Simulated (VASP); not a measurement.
# Al3Ni2 (P-3m1) in VASP: notebook, part 2 of 2

VASP 6.6.1.

### Step 3. Relaxation of cell and atoms, r2SCAN

This run uses another cell than the first one, of 15.01 Å³/atom.

Input file POSCAR:

```
Al3Ni2
1.0
    4.1176405227      0.0000000000      0.0000000000
   -2.0588202614      3.5659812963      0.0000000000
    0.0000000000      0.0000000000      5.1106501673
Al Ni
3 2
Direct
    0.0000000000      0.0000000000      0.0000000000
    0.3333333333      0.6666666667      0.6434900404
    0.6666666667      0.3333333333      0.3565099596
    0.3333333333      0.6666666667      0.1669197516
    0.6666666667      0.3333333333      0.8330802484
```

Input file INCAR.step1:

```
ALGO = Normal
EDIFF = 1E-4
ENCUT = 600
GGA = PE
ISMEAR = 0
LASPH = T
LCHARG = F
LREAL = F
LWAVE = T
NELM = 100
PREC = Accurate
SIGMA = 0.1
```

Input file INCAR.step2:

```
ALGO = Normal
EDIFF = 1E-6
EDIFFG = -0.05
ENCUT = 600
IBRION = 2
ISIF = 3
ISMEAR = 0
ISTART = 1
LASPH = T
LCHARG = F
LMIXTAU = T
LREAL = F
LWAVE = F
METAGGA = R2SCAN
NELM = 100
NSW = 80
PREC = Accurate
SIGMA = 0.1
```

Input file KPOINTS:

```
k-points
0
Gamma
  6 6 4
```

Potentials or basis: VASP PAW PBE potentials, release 64 (Al, Ni).

Command:

```bash
> cat potpaw_PBE.64/Al/POTCAR potpaw_PBE.64/Ni/POTCAR > POTCAR
> cp INCAR.step1 INCAR
> mpirun -np 1 vasp_std > vasp.out
> cp INCAR.step2 INCAR
> mpirun -np 1 vasp_std > vasp.out
```

OUTCAR:

```text
EDIFF = 1E-6
   EDIFFG = -0.05
   ENCUT = 600
   IBRION = 2
   ISIF = 3
   ISMEAR = 0
   ISTART = 1
   LASPH = T
   LREAL = F
   METAGGA = R2SCAN
   NELM = 100
   NSW = 80
   PREC = Accurate

 ion  position               nearest neighbor table
   1  0.000  0.000  0.000-   4 2.53   5 2.53   5 2.53   4 2.53   5 2.53   4 2.53   2 3.00   3 3.00
                             2 3.00   3 3.00   3 3.00   2 3.00
   2  0.333  0.667  0.643-   4 2.44   5 2.57   5 2.57   5 2.57   4 2.68   3 2.79   3 2.79   3 2.79
                             1 3.00   1 3.00   1 3.00
   3  0.667  0.333  0.357-   5 2.44   4 2.57   4 2.57   4 2.57   5 2.68   2 2.79   2 2.79   2 2.79
                             1 3.00   1 3.00   1 3.00
   4  0.333  0.667  0.167-   2 2.44   1 2.53   1 2.53   1 2.53   3 2.57   3 2.57   3 2.57   2 2.68
                             5 2.93   5 2.93   5 2.93
   5  0.667  0.333  0.833-   3 2.44   1 2.53   1 2.53   1 2.53   2 2.57   2 2.57   2 2.57   3 2.68
                             4 2.93   4 2.93   4 2.93

  LATTYP: Found a hexagonal cell.
 ALAT       =     4.1176405227
 C/A-ratio  =     1.2411598679

  Lattice vectors:

 A1 = (   4.1176405227,   0.0000000000,   0.0000000000)
 A2 = (  -2.0588202614,   3.5659812963,   0.0000000000)
 A3 = (   0.0000000000,   0.0000000000,   5.1106501673)

Analysis of symmetry for initial positions (statically):
=====================================================================
 Subroutine PRICEL returns:
 Original cell was already a primitive cell.

 Routine SETGRP: Setting up the symmetry group for a
 hexagonal supercell.

 Subroutine GETGRP returns: Found 12 space group operations
 (whereof 12 operations were pure point group operations)
 out of a pool of 24 trial point group operations.

The static configuration has the point symmetry D_3d.

Analysis of symmetry for dynamics (positions and initial velocities):
=====================================================================
 Subroutine PRICEL returns:
 Original cell was already a primitive cell.

 Routine SETGRP: Setting up the symmetry group for a
 hexagonal supercell.

 Subroutine GETGRP returns: Found 12 space group operations
 (whereof 12 operations were pure point group operations)
 out of a pool of 24 trial point group operations.

The dynamic configuration has the point symmetry D_3d.

 Subroutine INISYM returns: Found 12 space group operations
 (whereof 12 operations are pure point group operations),
 and found     1 'primitive' translations

----------------------------------------------------------------------------------------

                                     Primitive cell

  volume of cell :      75.0419

  direct lattice vectors                    reciprocal lattice vectors
     4.117640523  0.000000000  0.000000000     0.242857528  0.140213859  0.000000000
    -2.058820261  3.565981296  0.000000000     0.000000000  0.280427719  0.000000000
     0.000000000  0.000000000  5.110650167     0.000000000  0.000000000  0.195669820

  length of vectors
     4.117640523  4.117640523  5.110650167     0.280427719  0.280427719  0.195669820

  position of ions in fractional coordinates (direct lattice)
     0.000000000  0.000000000  0.000000000
     0.333333333  0.666666667  0.643490040
     0.666666667  0.333333333  0.356509960
     0.333333333  0.666666667  0.166919752
     0.666666667  0.333333333  0.833080248

  ion indices of the primitive-cell ions
   primitive index   ion index
                 1           1
                 2           2
                 3           3
                 4           4
                 5           5

----------------------------------------------------------------------------------------

 KPOINTS: k-points

Automatic generation of k-mesh.
 Grid dimensions read from file:
 generate k-points for:    6    6    4

 Generating k-lattice:

  Cartesian coordinates                     Fractional coordinates (reciprocal lattice)
     0.040476255  0.023368977  0.000000000     0.166666667  0.000000000  0.000000000
     0.000000000  0.046737953  0.000000000     0.000000000  0.166666667  0.000000000
     0.000000000  0.000000000  0.048917455     0.000000000  0.000000000  0.250000000

  Length of vectors
     0.046737953  0.046737953  0.048917455

  Shift w.r.t. Gamma in fractional coordinates (k-lattice)
     0.000000000  0.000000000  0.000000000

 Subroutine IBZKPT returns following result:
 ===========================================

 Found     24 irreducible k-points:

 Following reciprocal coordinates:
            Coordinates               Weight
  0.000000  0.000000  0.000000      1.000000
  0.166667  0.000000  0.000000      6.000000
  0.333333  0.000000  0.000000      6.000000
  0.500000  0.000000  0.000000      3.000000
  0.166667  0.166667  0.000000      6.000000
  0.333333  0.166667  0.000000     12.000000
[... 16 lines left out ...]
  0.333333  0.166667  0.500000     12.000000
  0.333333  0.333333  0.500000      2.000000
   k-points           NKPTS =     24   k-points in BZ     NKDIM =     24   number of bands    NBANDS=     18
   number of dos      NEDOS =    301   number of ions     NIONS =      5
   total plane-waves  NPLWV =  54432
   dimension x,y,z NGX =    36 NGY =   36 NGZ =   42
   dimension x,y,z NGXF=    72 NGYF=   72 NGZF=   84
   ions per type =               3   2
   NGX,Y,Z   is equivalent  to a cutoff of  14.53, 14.53, 13.66 a.u.
   NGXF,Y,Z  is equivalent  to a cutoff of  29.07, 29.07, 27.32 a.u.
 SYSTEM =  unknown system
   PREC   = accura    normal or accurate (medium, high low for compatibility)
   ISTART =      1    job   : 0-new  1-cont  2-samecut
   ICHARG =      0    charge: 1-file 2-atom 10-const
   ISPIN  =      1    spin polarized calculation?
   LNONCOLLINEAR =      F non collinear calculations
   LSORBIT =      F    spin-orbit coupling
   LASPH  =      T    aspherical Exc in radial PAW
   ENCUT  =  600.0 eV  44.10 Ry    6.64 a.u.   8.22  8.22 10.21*2*pi/ulx,y,z
   NELM   =    100;   NELMIN=  2; NELMDL=  0     # of ELM steps
   EDIFF  = 0.1E-05   stopping-criterion for ELM
   LREAL  =      F    real-space projection
   EDIFFG = -.5E-01   stopping-criterion for IOM
   NSW    =     80    number of steps for IOM
   IBRION =      2    ionic relax: 0-MD 1-quasi-New 2-CG
   NFREE  =      1    steps in history (QN), initial steepest desc. (CG)
   ISIF   =      3    stress and relaxation
   ISYM   =      2    0-nonsym 1-usesym 2-fastsym
   POTIM  = 0.5000    time-step for ionic-motion
   TEBEG  =    0.0;   TEEND  =   0.0 temperature during run
   PSTRESS=    0.0 pullay stress
   NELECT =      29.0000    total number of electrons
   NUPDOWN=      -1.0000    fix difference up-down
   EMIN   =  10.00;   EMAX   =-10.00  energy-range for DOS
   EFERMI =   0.00;   METHOD = LEGACY
   ISMEAR =     0;   SIGMA  =   0.10  broadening in eV -4-tet -1-fermi 0-gaus
   EFERMI_NEDOS =   21; number of points for ismear=-14 and -15
   IALGO  =     38    algorithm
   IMIX   =      4    mixing-type and parameters
     AMIX     =   0.40;   BMIX     =  1.00
     AMIX_MAG =   1.60;   BMIX_MAG =  1.00
  volume/ion in A,a.u.               =      15.01       101.28
  Fermi-wavevector in a.u.,A,eV,Ry     =   1.192448  2.253401 19.346577  1.421933
  Thomas-Fermi vector in A             =   2.328486
   LORBIT       =      0    0 simple, 1 ext, 2 COOP (PROOUT), +10 PAW based schemes
   METAGGA = R2SCAN    functional components
   LHFCALC =     F    Hartree Fock is set to
   AEXX    =    0.0000 exact exchange contribution
   IVDW    =     0    specifies the selected vdW correction
   LEPSILON=     F    determine dielectric tensor
   LRPA    =     F    only Hartree local field effects (RPA)
 conjugate gradient relaxation of ions
 non-spin polarized calculation
 Gauss-broadening in eV      SIGMA  =   0.10
  energy-cutoff  :      600.00
  volume of cell :       75.04
 maximum number of plane-waves:      2546
 NGX is ok and might be reduce to    36
   NGX = 17   NGY = 17   NGZ = 21

--------------------------------------- Ionic step        1  -------------------------------------------

 number of electron      28.9999996 magnetization

 Free energy of the ion-electron system (eV)
  ---------------------------------------------------
  ext. energy  EPLUGINS =         0.00000000
  ---------------------------------------------------
  free energy    TOTEN  =       -46.89348976 eV

  energy without entropy =      -46.88692592  energy(sigma->0) =      -46.89020784

------------------------ aborting loop because EDIFF is reached ----------------------------------------

  FORCE on cell =-STRESS in cart. coord.  units (eV):
  Direction    XX          YY          ZZ          XY          YZ          ZX
  --------------------------------------------------------------------------------------
  -------------------------------------------------------------------------------------
  Total       -4.9679901     -4.9679901     -7.0119065      0.0000000      0.0000000      0.0000000
  in kB     -106.0688014   -106.0688014   -149.7073259      0.0000000      0.0000000      0.0000000
  external PRESSURE =    -120.6149762 kB  Pullay stress =       0.0000000 kB
[... 260 lines left out ...]
--------------------------------------- Ionic step        8  -------------------------------------------

 number of electron      29.0000008 magnetization

 Free energy of the ion-electron system (eV)
  ---------------------------------------------------
  ext. energy  EPLUGINS =         0.00000000
  ---------------------------------------------------
  free energy    TOTEN  =       -47.36758565 eV

  energy without entropy =      -47.36288651  energy(sigma->0) =      -47.36523608

 E-fermi :   8.5956     XC(G=0): -12.0503

 val. band max:        8.4052712134   @ k =   0.1667   0.1667   0.5000
 cond. band min:       8.6449874196   @ k =   0.3333   0.0000   0.5000
 fundamental gap:      0.2397162062
 Fermi energy:         8.5956381439

 k-point     1 :       0.0000    0.0000    0.0000
  band No.  band energies     occupation
      1      -2.6265      2.00000
      2       3.0373      2.00000
      3       3.4935      2.00000
      4       4.7595      2.00000
      5       4.7595      2.00000
      6       5.4097      2.00000
[... 525 lines left out ...]
  FREE ENERGIE OF THE ION-ELECTRON SYSTEM (eV)
  ---------------------------------------------------
  free  energy   TOTEN  =       -47.3675856542 eV

  energy  without entropy=      -47.3628865121  energy(sigma->0) =      -47.36523608

 reached required accuracy - stopping structural energy minimisation
```

Wall time 26 min (1 thread of Intel Xeon 8259CL, shared host); peak memory 0.27 GiB.

What came out:

| Property | Result |
| --- | --- |
| Free energy | -47.3676 eV |
| Relaxed volume | 13.52 Å³/atom |
| Relaxed cell | a = 4.016 Å, b = 4.016 Å, c = 4.838 Å, α = 90.00°, β = 90.00°, γ = 120.00° |
| Space group after relaxing (to 0.1 Å) | P-3m1 (No. 164) |
| Energy gained by relaxing | 94.8 meV/atom |
| Ionic steps | 8 |
| Pressure after relaxing | -0.2 GPa |
| Largest force after relaxing | 0.031 eV/Å |
| Band gap on the k mesh | zero (an odd number of electrons rules out a gap without spin polarisation) |

Forces in eV/Å, atoms in the order of the input:
```
Al   0.000  0.000  0.000
Al   0.000  0.000 -0.023
Al   0.000  0.000  0.023
Ni   0.000  0.000 -0.031
Ni   0.000  0.000  0.031
```

The path:
```csv
step,energy change (eV),largest force (eV/Å),pressure (GPa),volume (Å³)
1,0.0000,0.9511,-12.06,75.04
2,-0.3106,0.7699,10.28,63.42
3,-0.4007,0.9168,1.52,66.78
4,-0.4649,0.2596,1.08,66.99
5,-0.4685,0.2183,1.13,67.05
6,-0.4721,0.0740,-0.95,67.98
7,-0.4726,0.1107,-0.49,67.74
8,-0.4741,0.0307,-0.16,67.58
```

Final structure:
```xyz
5
Lattice="4.0162 0.0000 0.0000 -2.0081 3.4781 0.0000 0.0000 0.0000 4.8378" Properties=species:S:1:pos:R:3 pbc="T T T"
Al    0.0000    0.0000    4.8378
Al    0.0000    2.3187    3.1388
Al    2.0081    1.1594    1.6990
Ni    0.0000    2.3187    0.7127
Ni    2.0081    1.1594    4.1250
```

Caveat: the PAW data sets were made with another functional, which shifts forces and pressure a little; the relaxation stopped at a loose force limit of 0.05 eV/Å, so its end isn't a converged minimum. Spin polarisation is off, so any magnetic state and its effect on volume and gap are missing.
